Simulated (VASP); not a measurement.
# Si5F (P-62m) in VASP: notebook

The runs below take Si5F through single point, relaxation of cell and atoms, with PBE.

All numbers are computed with VASP 6.6.1; they aren't measurements. Logs are shortened: lines on timing, memory, paths and dates and some standing lists are left out, and cuts for length are marked.

## (1) The cell of the first run

It takes space group P-62m (No. 189, hexagonal). The conventional cell has a = 4.465 Å, b = 4.465 Å, c = 4.793 Å, α = 90.00°, β = 90.00°, γ = 120.00°. Within 3.4 Å of Si (site symmetry m2m) lie 10 Si at 2.57 to 2.82 Å and 2 F at 2.82 Å. Within 3.4 Å of Si (site symmetry -6) lie 3 F at 2.58 Å and 9 Si at 2.58 to 2.82 Å. Within 3.4 Å of F (site symmetry -62m) lie 12 Si at 2.58 to 2.82 Å.

The cell was built from a structure type or drawn by symmetry, and may not be a known phase.

## (2) Single point, PBE

File INCAR:

```
SYSTEM = Si5F
PREC = Accurate ; ENCUT = 520
EDIFF = 1E-6 ; ISMEAR = 0
SIGMA = 0.1 ; LREAL = .FALSE.
LASPH = .TRUE. ; NELM = 80
ALGO = Normal ; ISIF = 2
LWAVE = .FALSE. ; LCHARG = .FALSE.
GGA = PE ; NBANDS = 22
```

File KPOINTS:

```
Automatic mesh
0
G
  6 6 4
  0 0 0
```

File POSCAR:

```
Si5F
1.0
    4.4650357600      0.0000000000      0.0000000000
   -2.2325178800      3.8668344000      0.0000000000
    0.0000000000      0.0000000000      4.7931766900
Si F
5 1
Direct
    0.0000000000      0.3317663100      0.0000000000
    0.6682336900      0.6682336900      0.0000000000
    0.3317663100      0.0000000000      0.0000000000
    0.6666666700      0.3333333300      0.5000000000
    0.3333333300      0.6666666700      0.5000000000
    0.0000000000      0.0000000000      0.5000000000
```

Potentials or basis: VASP PAW PBE potentials, release 64 (Si, F).

Command:

```sh
cat potpaw_PBE.64/Si/POTCAR potpaw_PBE.64/F/POTCAR > POTCAR
mpirun -np 1 vasp_std > vasp.out
```

OUTCAR:

```text
SYSTEM = Si5F
   PREC = Accurate
   ENCUT = 520
   EDIFF = 1E-6
   ISMEAR = 0
   LREAL = .FALSE.
   LASPH = .TRUE.
   NELM = 80
   ISIF = 2
   GGA = PE

 ion  position               nearest neighbor table
   1  0.000  0.332  0.000-   3 2.57   2 2.57   3 2.58   2 2.58   2 2.58   3 2.58   4 2.82   4 2.82
                             5 2.82   5 2.82
   2  0.668  0.668  0.000-   3 2.57   1 2.57   3 2.58   1 2.58   1 2.58   3 2.58   5 2.82   5 2.82
                             4 2.82   4 2.82
   3  0.332  0.000  0.000-   1 2.57   2 2.57   2 2.58   1 2.58   1 2.58   2 2.58   5 2.82   5 2.82
                             4 2.82   4 2.82
   4  0.667  0.333  0.500-   5 2.58   5 2.58   5 2.58   1 2.82   1 2.82   3 2.82   3 2.82   2 2.82
                             2 2.82
   5  0.333  0.667  0.500-   4 2.58   4 2.58   4 2.58   3 2.82   3 2.82   1 2.82   1 2.82   2 2.82
                             2 2.82
   6  0.000  0.000  0.500-

  LATTYP: Found a hexagonal cell.
 ALAT       =     4.4650357600
 C/A-ratio  =     1.0734912210

  Lattice vectors:

 A1 = (   4.4650357600,   0.0000000000,   0.0000000000)
 A2 = (  -2.2325178800,   3.8668344000,   0.0000000000)
 A3 = (   0.0000000000,   0.0000000000,   4.7931766900)

Analysis of symmetry for initial positions (statically):
=====================================================================
 Subroutine PRICEL returns:
 Original cell was already a primitive cell.

 Routine SETGRP: Setting up the symmetry group for a
 hexagonal supercell.

 Subroutine GETGRP returns: Found 12 space group operations
 (whereof 12 operations were pure point group operations)
 out of a pool of 24 trial point group operations.

The static configuration has the point symmetry D_3h.

Analysis of symmetry for dynamics (positions and initial velocities):
=====================================================================
 Subroutine PRICEL returns:
 Original cell was already a primitive cell.

 Routine SETGRP: Setting up the symmetry group for a
 hexagonal supercell.

 Subroutine GETGRP returns: Found 12 space group operations
 (whereof 12 operations were pure point group operations)
 out of a pool of 24 trial point group operations.

The dynamic configuration has the point symmetry D_3h.

 Subroutine INISYM returns: Found 12 space group operations
 (whereof 12 operations are pure point group operations),
 and found     1 'primitive' translations

----------------------------------------------------------------------------------------

                                     Primitive cell

  volume of cell :      82.7569

  direct lattice vectors                    reciprocal lattice vectors
     4.465035760  0.000000000  0.000000000     0.223962372  0.129304736  0.000000000
    -2.232517880  3.866834400  0.000000000     0.000000000  0.258609471  0.000000000
     0.000000000  0.000000000  4.793176690     0.000000000  0.000000000  0.208629906

  length of vectors
     4.465035760  4.465035763  4.793176690     0.258609472  0.258609471  0.208629906

  position of ions in fractional coordinates (direct lattice)
     0.000000000  0.331766310  0.000000000
     0.668233690  0.668233690  0.000000000
     0.331766310  0.000000000  0.000000000
     0.666666670  0.333333330  0.500000000
     0.333333330  0.666666670  0.500000000
     0.000000000  0.000000000  0.500000000

  ion indices of the primitive-cell ions
   primitive index   ion index
                 1           1
                 2           2
                 3           3
                 4           4
                 5           5
                 6           6

----------------------------------------------------------------------------------------

 KPOINTS: Automatic mesh

Automatic generation of k-mesh.
 Grid dimensions read from file:
 generate k-points for:    6    6    4

 Generating k-lattice:

  Cartesian coordinates                     Fractional coordinates (reciprocal lattice)
     0.037327062  0.021550789  0.000000000     0.166666667  0.000000000  0.000000000
     0.000000000  0.043101579  0.000000000     0.000000000  0.166666667  0.000000000
     0.000000000  0.000000000  0.052157476     0.000000000  0.000000000  0.250000000

  Length of vectors
     0.043101579  0.043101579  0.052157476

  Shift w.r.t. Gamma in fractional coordinates (k-lattice)
     0.000000000  0.000000000  0.000000000

 Subroutine IBZKPT returns following result:
 ===========================================

 Found     21 irreducible k-points:

 Following reciprocal coordinates:
            Coordinates               Weight
  0.000000  0.000000  0.000000      1.000000
  0.166667 -0.000000  0.000000      6.000000
  0.333333  0.000000  0.000000      6.000000
  0.500000  0.000000  0.000000      3.000000
  0.166667  0.166667  0.000000      6.000000
  0.333333  0.166667  0.000000     12.000000
[... 13 lines left out ...]
  0.333333  0.166667  0.500000     12.000000
  0.333333  0.333333  0.500000      2.000000
   k-points           NKPTS =     21   k-points in BZ     NKDIM =     21   number of bands    NBANDS=     22
   number of dos      NEDOS =    301   number of ions     NIONS =      6
   total plane-waves  NPLWV =  46656
   dimension x,y,z NGX =    36 NGY =   36 NGZ =   36
   dimension x,y,z NGXF=    72 NGYF=   72 NGZF=   72
   ions per type =               5   1
   NGX,Y,Z   is equivalent  to a cutoff of  13.40, 13.40, 12.49 a.u.
   NGXF,Y,Z  is equivalent  to a cutoff of  26.81, 26.81, 24.97 a.u.
 SYSTEM =  Si5F
   PREC   = accura    normal or accurate (medium, high low for compatibility)
   ISTART =      0    job   : 0-new  1-cont  2-samecut
   ICHARG =      2    charge: 1-file 2-atom 10-const
   ISPIN  =      1    spin polarized calculation?
   LNONCOLLINEAR =      F non collinear calculations
   LSORBIT =      F    spin-orbit coupling
   LASPH  =      T    aspherical Exc in radial PAW
   ENCUT  =  520.0 eV  38.22 Ry    6.18 a.u.   8.30  8.30  8.91*2*pi/ulx,y,z
   NELM   =     80;   NELMIN=  2; NELMDL= -5     # of ELM steps
   EDIFF  = 0.1E-05   stopping-criterion for ELM
   LREAL  =      F    real-space projection
   EDIFFG = 0.1E-04   stopping-criterion for IOM
   NSW    =      0    number of steps for IOM
   IBRION =     -1    ionic relax: 0-MD 1-quasi-New 2-CG
   NFREE  =      0    steps in history (QN), initial steepest desc. (CG)
   ISIF   =      2    stress and relaxation
   ISYM   =      2    0-nonsym 1-usesym 2-fastsym
   POTIM  = 0.5000    time-step for ionic-motion
   TEBEG  =    0.0;   TEEND  =   0.0 temperature during run
   PSTRESS=    0.0 pullay stress
   NELECT =      27.0000    total number of electrons
   NUPDOWN=      -1.0000    fix difference up-down
   EMIN   =  10.00;   EMAX   =-10.00  energy-range for DOS
   EFERMI =   0.00;   METHOD = LEGACY
   ISMEAR =     0;   SIGMA  =   0.10  broadening in eV -4-tet -1-fermi 0-gaus
   EFERMI_NEDOS =   21; number of points for ismear=-14 and -15
   IALGO  =     38    algorithm
   IMIX   =      4    mixing-type and parameters
     AMIX     =   0.40;   BMIX     =  1.00
     AMIX_MAG =   1.60;   BMIX_MAG =  1.00
  volume/ion in A,a.u.               =      13.79        93.08
  Fermi-wavevector in a.u.,A,eV,Ry     =   1.127011  2.129742 17.281487  1.270153
  Thomas-Fermi vector in A             =   2.263695
   LORBIT       =      0    0 simple, 1 ext, 2 COOP (PROOUT), +10 PAW based schemes
   GGA     = PE    functional components
   LHFCALC =     F    Hartree Fock is set to
   AEXX    =    0.0000 exact exchange contribution
   IVDW    =     0    specifies the selected vdW correction
   LEPSILON=     F    determine dielectric tensor
   LRPA    =     F    only Hartree local field effects (RPA)
 non-spin polarized calculation
 Gauss-broadening in eV      SIGMA  =   0.10
  energy-cutoff  :      520.00
  volume of cell :       82.76
 maximum number of plane-waves:      2244
 NGX is ok and might be reduce to    36
   NGX = 17   NGY = 17   NGZ = 17

 number of electron      27.0000004 magnetization

 Free energy of the ion-electron system (eV)
  ---------------------------------------------------
  ext. energy  EPLUGINS =         0.00000000
  ---------------------------------------------------
  free energy    TOTEN  =       -27.88527301 eV

  energy without entropy =      -27.86816549  energy(sigma->0) =      -27.87671925

 E-fermi :   9.0014     XC(G=0): -11.0377

 val. band max:        8.9960688574   @ k =   0.1667   0.1667   0.0000
 cond. band min:       9.0284848766   @ k =   0.5000   0.0000   0.2500
 fundamental gap:      0.0324160192
 Fermi energy:         9.0014028379

 k-point     1 :       0.0000    0.0000    0.0000
  band No.  band energies     occupation
      1     -14.5888      2.00000
      2      -4.4702      2.00000
      3       1.0576      2.00000
      4       1.5731      2.00000
      5       2.7390      2.00000
      6       2.7390      2.00000
[... 14 lines left out ...]
     21      13.7412      0.00000
     22      14.3297      0.00000

 k-point     2 :       0.1667   -0.0000    0.0000
  band No.  band energies     occupation
      1     -14.5804      2.00000
      2      -4.2571      2.00000
      3       0.7701      2.00000
      4       1.7408      2.00000
      5       1.7867      2.00000
      6       2.2973      2.00000
[... 14 lines left out ...]
     21      13.9580      0.00000
     22      14.5615      0.00000

 k-point     3 :       0.3333    0.0000    0.0000
  band No.  band energies     occupation
      1     -14.5638      2.00000
      2      -3.6408      2.00000
      3      -0.6769      2.00000
      4       1.4066      2.00000
      5       1.7522      2.00000
      6       2.3779      2.00000
[... 14 lines left out ...]
     21      14.9334      0.00000
     22      15.3965      0.00000

 k-point     4 :       0.5000    0.0000    0.0000
  band No.  band energies     occupation
      1     -14.5557      2.00000
      2      -2.9991      2.00000
      3      -1.7362      2.00000
      4       1.5243      2.00000
      5       1.9290      2.00000
      6       2.0178      2.00000
[... 14 lines left out ...]
     21      14.9929      0.00000
     22      16.4837      0.00000

 k-point     5 :       0.1667    0.1667    0.0000
  band No.  band energies     occupation
      1     -14.5679      2.00000
      2      -3.8372      2.00000
      3       0.1115      2.00000
      4       0.4850      2.00000
      5       2.1917      2.00000
      6       2.5538      2.00000
[... 14 lines left out ...]
     21      13.9723      0.00000
     22      15.5291      0.00000

 k-point     6 :       0.3333    0.1667    0.0000
  band No.  band energies     occupation
      1     -14.5555      2.00000
      2      -3.0665      2.00000
      3      -1.3958      2.00000
      4       0.3049      2.00000
      5       2.1475      2.00000
      6       2.8328      2.00000
[... 14 lines left out ...]
     21      15.3680      0.00000
     22      15.6864      0.00000

 k-point     7 :       0.3333    0.3333    0.0000
  band No.  band energies     occupation
      1     -14.5513      2.00000
      2      -2.2111      2.00000
      3      -2.2111      2.00000
      4      -0.2767      2.00000
      5       2.5176      2.00000
      6       2.5176      2.00000
[... 249 lines left out ...]
      6       2.4295      2.00000
[... 14 lines left out ...]
     21      14.0588      0.00000
     22      15.1646      0.00000

 k-point    18 :       0.5000    0.0000    0.5000
  band No.  band energies     occupation
      1     -14.5482      2.00000
      2      -1.7049      2.00000
      3      -1.5106      2.00000
      4      -1.2645      2.00000
      5       1.1063      2.00000
      6       2.2841      2.00000
[... 14 lines left out ...]
     21      13.9506      0.00000
     22      14.0069      0.00000

 k-point    19 :       0.1667    0.1667    0.5000
  band No.  band energies     occupation
      1     -14.5598      2.00000
      2      -3.1940      2.00000
      3      -1.4652      2.00000
      4       1.4306      2.00000
      5       1.5218      2.00000
      6       1.6014      2.00000
[... 14 lines left out ...]
     21      14.6627      0.00000
     22      14.7568      0.00000

 k-point    20 :       0.3333    0.1667    0.5000
  band No.  band energies     occupation
      1     -14.5483      2.00000
      2      -2.1399      2.00000
      3      -1.1588      2.00000
      4      -0.5611      2.00000
      5       0.5447      2.00000
      6       0.9788      2.00000
[... 14 lines left out ...]
     21      13.4834      0.00000
     22      14.5410      0.00000

 k-point    21 :       0.3333    0.3333    0.5000
  band No.  band energies     occupation
      1     -14.5444      2.00000
      2      -0.9137      2.00000
      3      -0.9137      2.00000
      4      -0.6391      2.00000
      5      -0.5117      2.00000
      6      -0.5117      2.00000
[... 14 lines left out ...]
     21      16.2309      0.00000
     22      16.2797      0.00000

------------------------ aborting loop because EDIFF is reached ----------------------------------------

  FORCE on cell =-STRESS in cart. coord.  units (eV):
  Direction    XX          YY          ZZ          XY          YZ          ZX
  --------------------------------------------------------------------------------------
  -------------------------------------------------------------------------------------
  Total        2.9957736      2.9957736     -0.7701581      0.0000000      0.0000000     -0.0000000
  in kB       57.9983467     57.9983468    -14.9103044      0.0000000      0.0000000     -0.0000000
  external PRESSURE =      33.6954630 kB  Pullay stress =       0.0000000 kB

 VOLUME and BASIS-vectors are now :
 -----------------------------------------------------------------------------
  energy-cutoff  :      520.00
  volume of cell :       82.76
      direct lattice vectors                 reciprocal lattice vectors
     4.465035760  0.000000000  0.000000000     0.223962372  0.129304736  0.000000000
    -2.232517880  3.866834400  0.000000000     0.000000000  0.258609471  0.000000000
     0.000000000  0.000000000  4.793176690     0.000000000  0.000000000  0.208629906

 POSITION                                       TOTAL-FORCE (eV/Angst)
 -----------------------------------------------------------------------------------
     -0.74067      1.28289      0.00000        -0.242987      0.420866      0.000000
      1.49184      2.58395      0.00000        -0.242987     -0.420866      0.000000
      1.48135      0.00000      0.00000         0.485974     -0.000000      0.000000
      2.23252      1.28894      2.39659         0.000000     -0.000000      0.000000
     -0.00000      2.57789      2.39659         0.000000     -0.000000      0.000000
      0.00000      0.00000      2.39659         0.000000     -0.000000      0.000000
 -----------------------------------------------------------------------------------
    total drift:                                0.000000      0.000000      0.000000

  FREE ENERGIE OF THE ION-ELECTRON SYSTEM (eV)
  ---------------------------------------------------
  free  energy   TOTEN  =       -27.8852730114 eV

  energy  without entropy=      -27.8681654896  energy(sigma->0) =      -27.87671925
```

Wall time 27 s (1 thread of AMD EPYC 9R45 (Zen 5), shared host); peak memory 0.17 GiB.

What came out:

| Quantity | Value |
| --- | --- |
| Free energy | -27.8853 eV |
| Pressure | 3.4 GPa |
| Largest force | 0.486 eV/Å |
| Band gap on the k mesh | zero (an odd number of electrons rules out a gap without spin polarisation) |

Forces in eV/Å, atoms in the order of the input:
```
Si  -0.243  0.421  0.000
Si  -0.243 -0.421  0.000
Si   0.486  0.000  0.000
Si   0.000  0.000  0.000
Si   0.000  0.000  0.000
F    0.000  0.000  0.000
```

Stress tensor (GPa, compression positive):
```
 5.80  0.00  0.00
 0.00  5.80  0.00
 0.00  0.00 -1.49
```

Caveat: the cell stands under pressure; an odd number of electrons without spin polarisation forces a metal; a magnetic or distorted state may lie lower.

## (3) Single point, PBE

This run uses another cell than the first one, of 14.20 Å³/atom.

File INCAR:

```
SYSTEM = Si5F
PREC = Accurate
ENCUT = 520
EDIFF = 1E-6
ISMEAR = 0
SIGMA = 0.1
LREAL = .False.
LASPH = .True.
NELM = 80
ALGO = Normal
ISIF = 2
LWAVE = .False.
LCHARG = .False.
GGA = PE
NBANDS = 22
```

File KPOINTS:

```
regular mesh
0
Gamma
  6 6 4
  0 0 0
```

File POSCAR:

```
Si5F
1.0
    4.6637763533      0.0000000000      0.0000000000
   -2.3318881766      4.0389487995      0.0000000000
    0.0000000000      0.0000000000      4.5219636864
Si F
5 1
Direct
    0.0000000000      0.3457954492      0.0000000000
    0.6542045508      0.6542045508      0.0000000000
    0.3457954492      0.0000000000      0.0000000000
    0.6666666667      0.3333333333      0.5000000000
    0.3333333333      0.6666666667      0.5000000000
    0.0000000000      0.0000000000      0.5000000000
```

Potentials or basis: VASP PAW PBE potentials, release 64 (Si, F).

Command:

```sh
cat potpaw_PBE.64/Si/POTCAR potpaw_PBE.64/F/POTCAR > POTCAR
mpirun -np 1 vasp_std > vasp.out
```

Wall time 28 s (1 thread of AMD EPYC 9R45 (Zen 5), shared host); peak memory 0.17 GiB.

It converged, with:

* Free energy: -28.0598 eV
* Pressure: 0.0 GPa
* Largest force: 0.021 eV/Å
* Band gap on the k mesh: zero (an odd number of electrons rules out a gap without spin polarisation)

Forces on the atoms (eV/Å):
```
Si  -0.011  0.018  0.000
Si  -0.011 -0.018  0.000
Si   0.021  0.000  0.000
Si   0.000  0.000  0.000
Si   0.000  0.000  0.000
F    0.000  0.000  0.000
```

Stress tensor (GPa, compression positive):
```
 0.10  0.00  0.00
 0.00  0.10  0.00
 0.00  0.00 -0.15
```

Levels at points of the mesh, in eV from the Fermi level:
| k point | band 9 | band 10 | band 11 | band 12 | band 13 | band 14 | band 15 | band 16 | band 17 | band 18 |
| --- | --- | --- | --- | --- | --- | --- | --- | --- | --- | --- |
| (0.00, 0.00, 0.00) | -5.21 | -3.78 | -2.30 | -2.30 | -2.00 | 0.42 | 0.69 | 0.92 | 0.92 | 1.22 |
| (0.50, 0.00, 0.00) | -4.07 | -3.35 | -3.35 | -2.79 | -0.21 | 0.37 | 0.57 | 1.36 | 1.95 | 3.00 |
| (0.00, 0.00, 0.50) | -3.97 | -3.97 | -3.36 | -3.36 | -3.05 | -3.05 | -1.67 | 1.53 | 2.25 | 2.25 |
| (0.50, 0.00, 0.50) | -3.93 | -3.28 | -2.28 | -1.08 | 2.15 | 2.18 | 2.39 | 2.84 | 3.03 | 3.64 |

Caveat: an odd number of electrons without spin polarisation forces a metal; a magnetic or distorted state may lie lower.

(Continued in part 2 of 2.)
